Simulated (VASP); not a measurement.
# Mg (P-62m) in VASP: single point with LDA

Aim: the single point of Mg with LDA.

All numbers are computed with VASP 6.6.1; they aren't measurements. Logs are shortened: lines on timing, memory, paths and dates and some standing lists are left out, and cuts for length are marked.

### Step 1. The cell of the first run

The structure is hexagonal, space group P-62m (No. 189). The conventional cell has a = 5.350 Å, b = 5.350 Å, c = 4.973 Å, α = 90.00°, β = 90.00°, γ = 120.00°. Within 3.9 Å of Mg (site symmetry m2m) lie 10 Mg at 2.96 to 3.16 Å. Mg (site symmetry -6) has 9 Mg at 3.08 to 3.09 Å within 4.1 Å.

### Step 2. Single point, LDA

INCAR

```
SYSTEM = Mg
  ALGO = Normal
  EDIFF = 1E-6
  ENCUT = 520
  GGA = CA
  ISIF = 2
  ISMEAR = 1
  LASPH = .True.
  LCHARG = .False.
  LREAL = .False.
  LWAVE = .False.
  NBANDS = 13
  NELM = 80
  PREC = Accurate
  SIGMA = 0.1
```

KPOINTS

```
k-points
0
Gamma
  5 5 5
  0 0 0
```

POSCAR

```
Mg
1.0
    5.3502300000      0.0000000000      0.0000000000
   -2.6751150000      4.6334350000      0.0000000000
    0.0000000000      0.0000000000      4.9730240000
Mg
5
Direct
    0.0000000000      0.6807410000      0.5000000000
    0.6807410000      0.0000000000      0.5000000000
    0.3192590000      0.3192590000      0.5000000000
    0.6666666667      0.3333333333      0.0000000000
    0.3333333333      0.6666666667      0.0000000000
```

Potentials or basis: VASP PAW LDA potentials, release 64 (Mg).

Started as:

```bash
cat potpaw_LDA.64/Mg/POTCAR > POTCAR
mpirun -np 1 vasp_std > vasp.out
```

OUTCAR:

```text
SYSTEM = Mg
   EDIFF = 1E-6
   ENCUT = 520
   GGA = CA
   ISIF = 2
   ISMEAR = 1
   LASPH = .True.
   LREAL = .False.
   NELM = 80
   PREC = Accurate

 ion  position               nearest neighbor table
   1  0.000  0.681  0.500-   3 2.96   2 2.96   4 3.08   4 3.08   5 3.08   5 3.08   2 3.16   3 3.16
                             3 3.16   2 3.16
   2  0.681  0.000  0.500-   3 2.96   1 2.96   4 3.08   4 3.08   5 3.08   5 3.08   1 3.16   3 3.16
                             3 3.16   1 3.16
   3  0.319  0.319  0.500-   1 2.96   2 2.96   5 3.08   5 3.08   4 3.08   4 3.08   2 3.16   1 3.16
                             1 3.16   2 3.16
   4  0.667  0.333  0.000-   1 3.08   1 3.08   2 3.08   2 3.08   3 3.08   3 3.08   5 3.09   5 3.09
                             5 3.09
   5  0.333  0.667  0.000-   3 3.08   3 3.08   2 3.08   2 3.08   1 3.08   1 3.08   4 3.09   4 3.09
                             4 3.09

  LATTYP: Found a hexagonal cell.
 ALAT       =     5.3502300000
 C/A-ratio  =     0.9294972366

  Lattice vectors:

 A1 = (   5.3502300000,   0.0000000000,   0.0000000000)
 A2 = (  -2.6751150000,   4.6334350000,   0.0000000000)
 A3 = (   0.0000000000,   0.0000000000,   4.9730240000)

Analysis of symmetry for initial positions (statically):
=====================================================================
 Subroutine PRICEL returns:
 Original cell was already a primitive cell.

 Routine SETGRP: Setting up the symmetry group for a
 hexagonal supercell.

 Subroutine GETGRP returns: Found 12 space group operations
 (whereof 12 operations were pure point group operations)
 out of a pool of 24 trial point group operations.

The static configuration has the point symmetry D_3h.

Analysis of symmetry for dynamics (positions and initial velocities):
=====================================================================
 Subroutine PRICEL returns:
 Original cell was already a primitive cell.

 Routine SETGRP: Setting up the symmetry group for a
 hexagonal supercell.

 Subroutine GETGRP returns: Found 12 space group operations
 (whereof 12 operations were pure point group operations)
 out of a pool of 24 trial point group operations.

The dynamic configuration has the point symmetry D_3h.

 Subroutine INISYM returns: Found 12 space group operations
 (whereof 12 operations are pure point group operations),
 and found     1 'primitive' translations

----------------------------------------------------------------------------------------

                                     Primitive cell

[... 102 lines left out ...]
   EFERMI_NEDOS =   21; number of points for ismear=-14 and -15
   IALGO  =     38    algorithm
   IMIX   =      4    mixing-type and parameters
     AMIX     =   0.40;   BMIX     =  1.00
     AMIX_MAG =   1.60;   BMIX_MAG =  1.00
  volume/ion in A,a.u.               =      24.66       166.39
  Fermi-wavevector in a.u.,A,eV,Ry     =   0.708668  1.339188  6.832986  0.502210
  Thomas-Fermi vector in A             =   1.795045
   LORBIT       =      0    0 simple, 1 ext, 2 COOP (PROOUT), +10 PAW based schemes
   GGA     = CA    functional components
   LHFCALC =     F    Hartree Fock is set to
   AEXX    =    0.0000 exact exchange contribution
   IVDW    =     0    specifies the selected vdW correction
   LEPSILON=     F    determine dielectric tensor
   LRPA    =     F    only Hartree local field effects (RPA)
 non-spin polarized calculation
 Methfessel and Paxton  Order N= 1 SIGMA  =   0.10
  energy-cutoff  :      520.00
  volume of cell :      123.28
 maximum number of plane-waves:      3334
 NGX is ok and might be reduce to    40
   NGX = 19   NGY = 19   NGZ = 19

 number of electron      10.0000000 magnetization

 Free energy of the ion-electron system (eV)
  ---------------------------------------------------
  ext. energy  EPLUGINS =         0.00000000
  ---------------------------------------------------
  free energy    TOTEN  =        -8.19080007 eV

  energy without entropy =       -8.19246102  energy(sigma->0) =       -8.19135372

 E-fermi :   1.8192     XC(G=0):  -8.3694

 val. band max:        1.7938871470   @ k =   0.2000   0.0000   0.4000
 cond. band min:       1.9133237431   @ k =   0.4000   0.0000   0.0000
 fundamental gap:      0.1194365961
 Fermi energy:         1.8192099225

 k-point     1 :       0.0000    0.0000    0.0000
  band No.  band energies     occupation
      1      -4.6697      2.00000
      2       0.9745      2.00000
      3       1.4442      2.00000
      4       1.5659      2.00199
      5       1.7074      2.06688
      6       1.7074      2.06688
      7       2.6840     -0.00000
      8       2.6840     -0.00000
      9       2.7194     -0.00000
     10       6.5805      0.00000
     11       6.9209      0.00000
     12       6.9209      0.00000
     13       7.5744      0.00000
[... 210 lines left out ...]
  band No.  band energies     occupation
      1      -2.0853      2.00000
      2      -1.7057      2.00000
      3      -0.8001      2.00000
      4      -0.5118      2.00000
      5      -0.1694      2.00000
      6       1.1875      2.00000
      7       3.5809     -0.00000
      8       5.0389      0.00000
      9       5.9476      0.00000
     10       6.1424      0.00000
     11       7.4008      0.00000
     12       7.5521      0.00000
     13       8.3610      0.00000

------------------------ aborting loop because EDIFF is reached ----------------------------------------

  FORCE on cell =-STRESS in cart. coord.  units (eV):
  Direction    XX          YY          ZZ          XY          YZ          ZX
  --------------------------------------------------------------------------------------
  -------------------------------------------------------------------------------------
  Total       -0.0159678     -0.0159678     -0.9210768     -0.0000000      0.0000000      0.0000000
  in kB       -0.2075197     -0.2075197    -11.9704460     -0.0000000      0.0000000      0.0000000
  external PRESSURE =      -4.1284951 kB  Pullay stress =       0.0000000 kB

 VOLUME and BASIS-vectors are now :
 -----------------------------------------------------------------------------
  energy-cutoff  :      520.00
  volume of cell :      123.28
      direct lattice vectors                 reciprocal lattice vectors
     5.350230000  0.000000000  0.000000000     0.186907853  0.107911301  0.000000000
    -2.675115000  4.633435000  0.000000000     0.000000000  0.215822602  0.000000000
     0.000000000  0.000000000  4.973024000     0.000000000  0.000000000  0.201084893

 POSITION                                       TOTAL-FORCE (eV/Angst)
 -----------------------------------------------------------------------------------
     -1.82106      3.15417      2.48651         0.063442     -0.109885      0.000000
      3.64212      0.00000      2.48651        -0.126885      0.000000      0.000000
      0.85405      1.47927      2.48651         0.063442      0.109885      0.000000
      2.67512      1.54448      0.00000        -0.000000     -0.000000      0.000000
     -0.00000      3.08896      0.00000         0.000000      0.000000      0.000000
 -----------------------------------------------------------------------------------
    total drift:                               -0.000000      0.000000      0.000000

  FREE ENERGIE OF THE ION-ELECTRON SYSTEM (eV)
  ---------------------------------------------------
  free  energy   TOTEN  =        -8.1908000744 eV

  energy  without entropy=       -8.1924610172  energy(sigma->0) =       -8.19135372
```

OSZICAR:

```text
N       E                     dE             d eps       ncg     rms          rms(c)
DAV:   1     0.464625981996E+01    0.46463E+01   -0.30036E+03   390   0.548E+02
DAV:   2    -0.780466507482E+01   -0.12451E+02   -0.11877E+02   481   0.619E+01
DAV:   3    -0.824297116492E+01   -0.43831E+00   -0.43240E+00   525   0.888E+00
DAV:   4    -0.824666181315E+01   -0.36906E-02   -0.36906E-02   430   0.944E-01
DAV:   5    -0.824669494860E+01   -0.33135E-04   -0.33135E-04   530   0.972E-02    0.145E+00
DAV:   6    -0.821050364247E+01    0.36191E-01   -0.24005E-02   445   0.477E-01    0.906E-01
DAV:   7    -0.819168094358E+01    0.18823E-01   -0.32821E-02   450   0.629E-01    0.133E-01
DAV:   8    -0.819083793752E+01    0.84301E-03   -0.60442E-03   415   0.282E-01    0.213E-02
DAV:   9    -0.819080204367E+01    0.35894E-04   -0.29240E-04   480   0.671E-02    0.124E-02
DAV:  10    -0.819080007563E+01    0.19680E-05   -0.16507E-05   480   0.170E-02    0.248E-03
DAV:  11    -0.819080007436E+01    0.12753E-08   -0.33566E-06   425   0.593E-03
   1 F= -.81908001E+01 E0= -.81913537E+01  d E =0.166094E-02
```

It took 19 s on 1 thread of Intel Xeon 6975P-C, shared host; peak memory 0.19 GiB.

Results:

| Item | Value |
| --- | --- |
| Free energy | -8.1908 eV |
| Pressure | -0.4 GPa |
| Largest force | 0.127 eV/Å |
| Band gap on the k mesh | zero (band 5 reaches 2.54 eV, above the bottom of band 6 at 1.19 eV) |

Forces in eV/Å, atoms in the order of the input:
```
Mg   0.063 -0.110  0.000
Mg  -0.127  0.000  0.000
Mg   0.063  0.110  0.000
Mg   0.000  0.000  0.000
Mg   0.000  0.000  0.000
```
